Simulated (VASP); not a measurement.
# SiO2 (Im-3m) in VASP: further runs

Runs on SiO2. Level: r2SCAN. Tasks: single point.

Everything below comes from runs of VASP 6.6.1. Logs are shortened: lines on timing, memory, paths and dates and some standing lists are left out, and cuts for length are marked.

### 1 The cell of the first run

It takes space group Im-3m (No. 229, cubic). Conventional cell: a = 9.885 Å, b = 9.885 Å, c = 9.885 Å, α = 90.00°, β = 90.00°, γ = 90.00°. Si (site symmetry 3m) has 4 O at 1.59 to 1.61 Å within 2.1 Å. Within 2.1 Å of O (site symmetry -3m) lie 2 Si at 1.59 Å. O (site symmetry mm2) has 2 Si at 1.61 Å within 2.1 Å.

### 2 Single point, r2SCAN

Input file POSCAR:

```
SiO2
1.0
   -4.9422855170      4.9422855170      4.9422855170
    4.9422855170     -4.9422855170      4.9422855170
    4.9422855170      4.9422855170     -4.9422855170
Si O
8 16
Direct
    0.3137043853      0.3137043853      0.3137043853
    0.0000000000      0.3137043853      0.0000000000
    0.0000000000      0.0000000000      0.3137043853
    0.3137043853      0.0000000000      0.0000000000
    0.0000000000      0.0000000000      0.6862956147
    0.6862956147      0.0000000000      0.0000000000
    0.0000000000      0.6862956147      0.0000000000
    0.6862956147      0.6862956147      0.6862956147
    0.5000000000      0.5000000000      0.5000000000
    0.0000000000      0.5000000000      0.0000000000
    0.0000000000      0.0000000000      0.5000000000
    0.5000000000      0.0000000000      0.0000000000
    0.1889056108      0.1889056108      0.3778112217
    0.1889056108      0.3778112217      0.1889056108
    0.8110943892      0.0000000000      0.1889056108
    0.0000000000      0.8110943892      0.1889056108
    0.3778112217      0.1889056108      0.1889056108
    0.1889056108      0.8110943892      0.0000000000
    0.8110943892      0.1889056108      0.0000000000
    0.1889056108      0.0000000000      0.8110943892
    0.6221887783      0.8110943892      0.8110943892
    0.8110943892      0.6221887783      0.8110943892
    0.0000000000      0.1889056108      0.8110943892
    0.8110943892      0.8110943892      0.6221887783
```

Input file INCAR.step1:

```
SYSTEM = SiO2
PREC = Accurate ; ENCUT = 520
ISMEAR = 0 ; SIGMA = 0.02
LREAL = Auto ; LASPH = .TRUE.
NELM = 80 ; NBANDS = 82
GGA = PE ; ALGO = Normal
EDIFF = 1E-4 ; LWAVE = .TRUE.
LCHARG = .FALSE.
```

Input file INCAR.step2:

```
SYSTEM = SiO2
PREC = Accurate ; ENCUT = 520
EDIFF = 1E-6 ; ISMEAR = 0
SIGMA = 0.02 ; LREAL = Auto
LASPH = .TRUE. ; NELM = 80
ALGO = Normal ; ISIF = 2
LWAVE = .FALSE. ; LCHARG = .FALSE.
METAGGA = R2SCAN ; LMIXTAU = .TRUE.
NBANDS = 82 ; ISTART = 1
```

Input file KPOINTS:

```
regular mesh
0
G
  4 4 4
  0 0 0
```

Potentials or basis: VASP PAW PBE potentials, release 64 (Si, O).

Command:

```
$ cat potpaw_PBE.64/Si/POTCAR potpaw_PBE.64/O/POTCAR > POTCAR
$ cp INCAR.step1 INCAR
$ mpirun -np 1 vasp_std > vasp.out
$ cp INCAR.step2 INCAR
$ mpirun -np 1 vasp_std > vasp.out
```

OUTCAR:

```text
SYSTEM = SiO2
   PREC = Accurate
   ENCUT = 520
   EDIFF = 1E-6
   ISMEAR = 0
   LREAL = Auto
   LASPH = .TRUE.
   NELM = 80
   ISIF = 2
   METAGGA = R2SCAN
   ISTART = 1

 ion  position               nearest neighbor table
   1  0.314  0.314  0.314-   9 1.59  13 1.61  14 1.61  17 1.61   3 3.10   4 3.10   2 3.10
   2  0.000  0.314  0.000-  10 1.59  14 1.61  19 1.61  23 1.61   5 3.10   6 3.10   1 3.10
   3  0.000  0.000  0.314-  11 1.59  13 1.61  15 1.61  16 1.61   6 3.10   7 3.10   1 3.10
   4  0.314  0.000  0.000-  12 1.59  17 1.61  18 1.61  20 1.61   5 3.10   7 3.10   1 3.10
   5  0.000  0.000  0.686-  11 1.59  24 1.61  23 1.61  20 1.61   4 3.10   8 3.10   2 3.10
   6  0.686  0.000  0.000-  12 1.59  21 1.61  19 1.61  15 1.61   3 3.10   8 3.10   2 3.10
   7  0.000  0.686  0.000-  10 1.59  22 1.61  18 1.61  16 1.61   4 3.10   8 3.10   3 3.10
   8  0.686  0.686  0.686-   9 1.59  21 1.61  22 1.61  24 1.61   6 3.10   7 3.10   5 3.10
   9  0.500  0.500  0.500-   1 1.59   8 1.59
  10  0.000  0.500  0.000-   2 1.59   7 1.59
  11  0.000  0.000  0.500-   3 1.59   5 1.59
  12  0.500  0.000  0.000-   4 1.59   6 1.59
  13  0.189  0.189  0.378-   3 1.61   1 1.61
  14  0.189  0.378  0.189-   2 1.61   1 1.61
[... 8 lines left out ...]
  23  0.000  0.189  0.811-   2 1.61   5 1.61
  24  0.811  0.811  0.622-   5 1.61   8 1.61

  LATTYP: Found a body centered cubic cell.
 ALAT       =     9.8845710340

  Lattice vectors:

 A1 = (  -4.9422855170,   4.9422855170,   4.9422855170)
 A2 = (   4.9422855170,  -4.9422855170,   4.9422855170)
 A3 = (   4.9422855170,   4.9422855170,  -4.9422855170)

Analysis of symmetry for initial positions (statically):
=====================================================================
 Subroutine PRICEL returns:
 Original cell was already a primitive cell.

 Routine SETGRP: Setting up the symmetry group for a
 body centered cubic supercell.

 Subroutine GETGRP returns: Found 48 space group operations
 (whereof 48 operations were pure point group operations)
 out of a pool of 48 trial point group operations.

The static configuration has the point symmetry O_h .

Analysis of symmetry for dynamics (positions and initial velocities):
=====================================================================
 Subroutine PRICEL returns:
 Original cell was already a primitive cell.

 Routine SETGRP: Setting up the symmetry group for a
 body centered cubic supercell.

 Subroutine GETGRP returns: Found 48 space group operations
 (whereof 48 operations were pure point group operations)
 out of a pool of 48 trial point group operations.

The dynamic configuration has the point symmetry O_h .

 Subroutine INISYM returns: Found 48 space group operations
 (whereof 48 operations are pure point group operations),
 and found     1 'primitive' translations

----------------------------------------------------------------------------------------

                                     Primitive cell

  volume of cell :     482.8847

  direct lattice vectors                    reciprocal lattice vectors
    -4.942285517  4.942285517  4.942285517     0.000000000  0.101167769  0.101167769
     4.942285517 -4.942285517  4.942285517     0.101167769  0.000000000  0.101167769
     4.942285517  4.942285517 -4.942285517     0.101167769  0.101167769  0.000000000

  length of vectors
     8.560289621  8.560289621  8.560289621     0.143072831  0.143072831  0.143072831

  position of ions in fractional coordinates (direct lattice)
     0.313704385  0.313704385  0.313704385
     0.000000000  0.313704385  0.000000000
     0.000000000  0.000000000  0.313704385
     0.313704385  0.000000000  0.000000000
     0.000000000  0.000000000  0.686295615
     0.686295615  0.000000000  0.000000000
[... 16 lines left out ...]
     0.000000000  0.188905611  0.811094389
     0.811094389  0.811094389  0.622188778

  ion indices of the primitive-cell ions
   primitive index   ion index
                 1           1
                 2           2
                 3           3
                 4           4
                 5           5
                 6           6
[... 16 lines left out ...]
                23          23
                24          24

----------------------------------------------------------------------------------------

 KPOINTS: regular mesh

Automatic generation of k-mesh.
 Grid dimensions read from file:
 generate k-points for:    4    4    4

 Generating k-lattice:

  Cartesian coordinates                     Fractional coordinates (reciprocal lattice)
     0.000000000  0.025291942  0.025291942     0.250000000  0.000000000  0.000000000
     0.025291942  0.000000000  0.025291942     0.000000000  0.250000000  0.000000000
     0.025291942  0.025291942  0.000000000     0.000000000  0.000000000  0.250000000

  Length of vectors
     0.035768208  0.035768208  0.035768208

  Shift w.r.t. Gamma in fractional coordinates (k-lattice)
     0.000000000  0.000000000  0.000000000

 Subroutine IBZKPT returns following result:
 ===========================================

 Found      8 irreducible k-points:

 Following reciprocal coordinates:
            Coordinates               Weight
  0.000000  0.000000  0.000000      1.000000
  0.250000  0.000000  0.000000     12.000000
  0.500000  0.000000  0.000000      6.000000
  0.250000  0.250000  0.000000     24.000000
  0.250000  0.250000  0.250000      2.000000
 -0.250000  0.250000  0.250000      6.000000
  0.500000  0.500000  0.250000     12.000000
  0.500000  0.500000  0.500000      1.000000
   k-points           NKPTS =      8   k-points in BZ     NKDIM =      8   number of bands    NBANDS=     82
   number of dos      NEDOS =    301   number of ions     NIONS =     24
   total plane-waves  NPLWV = 262144
   dimension x,y,z NGX =    64 NGY =   64 NGZ =   64
   dimension x,y,z NGXF=   128 NGYF=  128 NGZF=  128
   ions per type =               8  16
   NGX,Y,Z   is equivalent  to a cutoff of  12.43, 12.43, 12.43 a.u.
   NGXF,Y,Z  is equivalent  to a cutoff of  24.86, 24.86, 24.86 a.u.
 SYSTEM =  SiO2
   PREC   = accura    normal or accurate (medium, high low for compatibility)
   ISTART =      1    job   : 0-new  1-cont  2-samecut
   ICHARG =      0    charge: 1-file 2-atom 10-const
   ISPIN  =      1    spin polarized calculation?
   LNONCOLLINEAR =      F non collinear calculations
   LSORBIT =      F    spin-orbit coupling
   LASPH  =      T    aspherical Exc in radial PAW
   ENCUT  =  520.0 eV  38.22 Ry    6.18 a.u.  15.92 15.92 15.92*2*pi/ulx,y,z
   NELM   =     80;   NELMIN=  2; NELMDL=  0     # of ELM steps
   EDIFF  = 0.1E-05   stopping-criterion for ELM
   LREAL  =      T    real-space projection
   EDIFFG = 0.1E-04   stopping-criterion for IOM
   NSW    =      0    number of steps for IOM
   IBRION =     -1    ionic relax: 0-MD 1-quasi-New 2-CG
   NFREE  =      0    steps in history (QN), initial steepest desc. (CG)
   ISIF   =      2    stress and relaxation
   ISYM   =      2    0-nonsym 1-usesym 2-fastsym
   POTIM  = 0.5000    time-step for ionic-motion
   TEBEG  =    0.0;   TEEND  =   0.0 temperature during run
   PSTRESS=    0.0 pullay stress
   NELECT =     128.0000    total number of electrons
   NUPDOWN=      -1.0000    fix difference up-down
   EMIN   =  10.00;   EMAX   =-10.00  energy-range for DOS
   EFERMI =   0.00;   METHOD = LEGACY
   ISMEAR =     0;   SIGMA  =   0.02  broadening in eV -4-tet -1-fermi 0-gaus
   EFERMI_NEDOS =   21; number of points for ismear=-14 and -15
   IALGO  =     38    algorithm
   IMIX   =      4    mixing-type and parameters
     AMIX     =   0.40;   BMIX     =  1.00
     AMIX_MAG =   1.60;   BMIX_MAG =  1.00
  volume/ion in A,a.u.               =      20.12       135.78
  Fermi-wavevector in a.u.,A,eV,Ry     =   1.051632  1.987296 15.047080  1.105929
  Thomas-Fermi vector in A             =   2.186682
   LORBIT       =      0    0 simple, 1 ext, 2 COOP (PROOUT), +10 PAW based schemes
   METAGGA = R2SCAN    functional components
   LHFCALC =     F    Hartree Fock is set to
   AEXX    =    0.0000 exact exchange contribution
   IVDW    =     0    specifies the selected vdW correction
   LEPSILON=     F    determine dielectric tensor
   LRPA    =     F    only Hartree local field effects (RPA)
 non-spin polarized calculation
 Gauss-broadening in eV      SIGMA  =   0.02
  energy-cutoff  :      520.00
  volume of cell :      482.88
 maximum number of plane-waves:     13042
   NGX = 31   NGY = 31   NGZ = 31

 number of electron     128.0000060 magnetization

 Free energy of the ion-electron system (eV)
  ---------------------------------------------------
  ext. energy  EPLUGINS =         0.00000000
  ---------------------------------------------------
  free energy    TOTEN  =      -237.90469717 eV

  energy without entropy =     -237.90469717  energy(sigma->0) =     -237.90469717

 E-fermi :  -2.3625     XC(G=0):  -6.6925

 val. band max:       -2.4957793963   @ k =   0.0000   0.0000   0.0000
 cond. band min:       3.7669462604   @ k =   0.0000   0.0000   0.0000
 fundamental gap:      6.2627256568
 Fermi energy:        -2.3625299948

 k-point     1 :       0.0000    0.0000    0.0000
  band No.  band energies     occupation
      1     -22.9712      2.00000
      2     -22.0831      2.00000
      3     -22.0831      2.00000
      4     -22.0831      2.00000
      5     -22.0688      2.00000
      6     -22.0688      2.00000
[... 68 lines left out ...]
     75       7.4344      0.00000
     76       7.6579      0.00000

 k-point     2 :       0.2500    0.0000    0.0000
  band No.  band energies     occupation
      1     -22.9161      2.00000
      2     -22.3590      2.00000
      3     -22.2924      2.00000
      4     -22.0825      2.00000
      5     -22.0696      2.00000
      6     -21.8441      2.00000
[... 466 lines left out ...]
 k-point     8 :       0.5000    0.5000    0.5000
  band No.  band energies     occupation
      1     -22.5960      2.00000
      2     -22.5306      2.00000
      3     -22.5306      2.00000
      4     -22.5306      2.00000
      5     -21.6153      2.00000
      6     -21.5101      2.00000
[... 68 lines left out ...]
     75       8.0207      0.00000
     76       8.1263      0.00000
 [bands above 76 left out]

------------------------ aborting loop because EDIFF is reached ----------------------------------------

  FORCE on cell =-STRESS in cart. coord.  units (eV):
  Direction    XX          YY          ZZ          XY          YZ          ZX
  --------------------------------------------------------------------------------------
  -------------------------------------------------------------------------------------
  Total        0.3425020      0.3425020      0.3425020      0.0000000      0.0000000     -0.0000000
  in kB        1.1363973      1.1363973      1.1363973      0.0000000      0.0000000     -0.0000000
  external PRESSURE =       1.1363973 kB  Pullay stress =       0.0000000 kB

 VOLUME and BASIS-vectors are now :
 -----------------------------------------------------------------------------
  energy-cutoff  :      520.00
  volume of cell :      482.88
      direct lattice vectors                 reciprocal lattice vectors
    -4.942285517  4.942285517  4.942285517     0.000000000  0.101167769  0.101167769
     4.942285517 -4.942285517  4.942285517     0.101167769  0.000000000  0.101167769
     4.942285517  4.942285517 -4.942285517     0.101167769  0.101167769  0.000000000

 POSITION                                       TOTAL-FORCE (eV/Angst)
 -----------------------------------------------------------------------------------
      1.55042      1.55042      1.55042         0.046365      0.046365      0.046365
      1.55042     -1.55042      1.55042         0.046365     -0.046365      0.046365
      1.55042      1.55042     -1.55042         0.046365      0.046365     -0.046365
     -1.55042      1.55042      1.55042        -0.046365      0.046365      0.046365
      3.39187      3.39187     -3.39187        -0.046365     -0.046365      0.046365
     -3.39187      3.39187      3.39187         0.046365     -0.046365     -0.046365
[... 16 lines left out ...]
      4.94229      3.07503     -3.07503        -0.000000      0.000013     -0.000013
      3.07503      3.07503      4.94229         0.000013      0.000013     -0.000000
 -----------------------------------------------------------------------------------
    total drift:                               -0.000000     -0.000000      0.000000

  FREE ENERGIE OF THE ION-ELECTRON SYSTEM (eV)
  ---------------------------------------------------
  free  energy   TOTEN  =      -237.9046971724 eV

  energy  without entropy=     -237.9046971724  energy(sigma->0) =     -237.90469717
```

Wall time 22 min (1 thread of AMD EPYC 9R45 (Zen 5), shared host); peak memory 0.68 GiB.

Results:

| Quantity | Value |
| --- | --- |
| Free energy | -237.9047 eV |
| Pressure | 0.1 GPa |
| Largest force | 0.080 eV/Å |
| Band gap on the k mesh | 6.26 eV |

Forces on the atoms (eV/Å):
```
Si   0.046  0.046  0.046
Si   0.046 -0.046  0.046
Si   0.046  0.046 -0.046
Si  -0.046  0.046  0.046
Si  -0.046 -0.046  0.046
Si   0.046 -0.046 -0.046
Si  -0.046  0.046 -0.046
Si  -0.046 -0.046 -0.046
O    0.000  0.000  0.000
O    0.000  0.000  0.000
O    0.000  0.000  0.000
O    0.000  0.000  0.000
O    0.000  0.000  0.000
O    0.000  0.000  0.000
O    0.000  0.000  0.000
O    0.000  0.000  0.000
O    0.000  0.000  0.000
O    0.000  0.000  0.000
O    0.000  0.000  0.000
O    0.000  0.000  0.000
O    0.000  0.000  0.000
O    0.000  0.000  0.000
O    0.000  0.000  0.000
O    0.000  0.000  0.000
```

Caveat: the PAW data sets were made with another functional, which shifts forces and pressure a little. A k mesh can miss the band edges.

### 3 Single point, r2SCAN

POSCAR is that of step 2.

Input file INCAR.step1:

```
PREC     = Accurate       # precision mode
ENCUT    = 520            # plane-wave cutoff, eV
ISMEAR   = 0              # smearing method
SIGMA    = 0.02           # smearing width, eV
LREAL    = Auto         
LASPH    = T              # aspherical terms in the spheres
NELM     = 100            # most SCF steps
NBANDS   = 82             # bands
GGA      = PE             # functional
ALGO     = Normal         # electronic algorithm
EDIFF    = 1E-4           # SCF threshold, eV
LWAVE    = T              # write WAVECAR
LCHARG   = F              # write CHGCAR
```

Input file INCAR.step2:

```
PREC     = Accurate       # precision mode
ENCUT    = 520            # plane-wave cutoff, eV
EDIFF    = 1E-6           # SCF threshold, eV
ISMEAR   = 0              # smearing method
SIGMA    = 0.02           # smearing width, eV
LREAL    = Auto         
LASPH    = T              # aspherical terms in the spheres
NELM     = 100            # most SCF steps
ALGO     = Normal         # electronic algorithm
ISIF     = 2              # what is computed and relaxed
LWAVE    = F              # write WAVECAR
LCHARG   = F              # write CHGCAR
METAGGA  = R2SCAN         # meta-GGA
LMIXTAU  = T            
NBANDS   = 82             # bands
ISTART   = 1
```

Input file KPOINTS:

```
Automatic mesh
0
Gamma
  4 4 4
```

Potentials or basis: VASP PAW PBE potentials, release 64 (Si, O).

Command:

```
$ cat potpaw_PBE.64/Si/POTCAR potpaw_PBE.64/O/POTCAR > POTCAR
$ cp INCAR.step1 INCAR
$ mpirun -np 1 vasp_std > vasp.out
$ cp INCAR.step2 INCAR
$ mpirun -np 1 vasp_std > vasp.out
```

OUTCAR:

```text
PREC = Accurate
   ENCUT = 520
   EDIFF = 1E-6
   ISMEAR = 0
   LREAL = Auto
   LASPH = T
   NELM = 100
   ISIF = 2
   METAGGA = R2SCAN
   ISTART = 1

 ion  position               nearest neighbor table
   1  0.314  0.314  0.314-   9 1.59  13 1.61  14 1.61  17 1.61   3 3.10   4 3.10   2 3.10
   2  0.000  0.314  0.000-  10 1.59  14 1.61  19 1.61  23 1.61   5 3.10   6 3.10   1 3.10
   3  0.000  0.000  0.314-  11 1.59  13 1.61  15 1.61  16 1.61   6 3.10   7 3.10   1 3.10
   4  0.314  0.000  0.000-  12 1.59  17 1.61  18 1.61  20 1.61   5 3.10   7 3.10   1 3.10
[... 877 lines left out ...]
  Total        0.3425020      0.3425020      0.3425020      0.0000000      0.0000000     -0.0000000
  in kB        1.1363973      1.1363973      1.1363973      0.0000000      0.0000000     -0.0000000
  external PRESSURE =       1.1363973 kB  Pullay stress =       0.0000000 kB

 VOLUME and BASIS-vectors are now :
 -----------------------------------------------------------------------------
  energy-cutoff  :      520.00
  volume of cell :      482.88
      direct lattice vectors                 reciprocal lattice vectors
    -4.942285517  4.942285517  4.942285517     0.000000000  0.101167769  0.101167769
     4.942285517 -4.942285517  4.942285517     0.101167769  0.000000000  0.101167769
     4.942285517  4.942285517 -4.942285517     0.101167769  0.101167769  0.000000000

 POSITION                                       TOTAL-FORCE (eV/Angst)
 -----------------------------------------------------------------------------------
      1.55042      1.55042      1.55042         0.046365      0.046365      0.046365
      1.55042     -1.55042      1.55042         0.046365     -0.046365      0.046365
      1.55042      1.55042     -1.55042         0.046365      0.046365     -0.046365
     -1.55042      1.55042      1.55042        -0.046365      0.046365      0.046365
      3.39187      3.39187     -3.39187        -0.046365     -0.046365      0.046365
     -3.39187      3.39187      3.39187         0.046365     -0.046365     -0.046365
[... 16 lines left out ...]
      4.94229      3.07503     -3.07503        -0.000000      0.000013     -0.000013
      3.07503      3.07503      4.94229         0.000013      0.000013     -0.000000
 -----------------------------------------------------------------------------------
    total drift:                               -0.000000     -0.000000      0.000000

  FREE ENERGIE OF THE ION-ELECTRON SYSTEM (eV)
  ---------------------------------------------------
  free  energy   TOTEN  =      -237.9046971724 eV

  energy  without entropy=     -237.9046971724  energy(sigma->0) =     -237.90469717
```

It took 18 min on 1 thread of AMD EPYC 9R45 (Zen 5), shared host; peak memory 0.68 GiB.

What came out:

```
Free energy            : -237.9047 eV
Pressure               : 0.1 GPa
Largest force          : 0.080 eV/Å
Band gap on the k mesh : 6.26 eV
```

Forces in eV/Å, atoms in the order of the input:
```
Si   0.046  0.046  0.046
Si   0.046 -0.046  0.046
Si   0.046  0.046 -0.046
Si  -0.046  0.046  0.046
Si  -0.046 -0.046  0.046
Si   0.046 -0.046 -0.046
Si  -0.046  0.046 -0.046
Si  -0.046 -0.046 -0.046
O    0.000  0.000  0.000
O    0.000  0.000  0.000
O    0.000  0.000  0.000
O    0.000  0.000  0.000
O    0.000  0.000  0.000
O    0.000  0.000  0.000
O    0.000  0.000  0.000
O    0.000  0.000  0.000
O    0.000  0.000  0.000
O    0.000  0.000  0.000
O    0.000  0.000  0.000
O    0.000  0.000  0.000
O    0.000  0.000  0.000
O    0.000  0.000  0.000
O    0.000  0.000  0.000
O    0.000  0.000  0.000
```

Caveat: the PAW data sets were made with another functional, which shifts forces and pressure a little. A k mesh can miss the band edges.
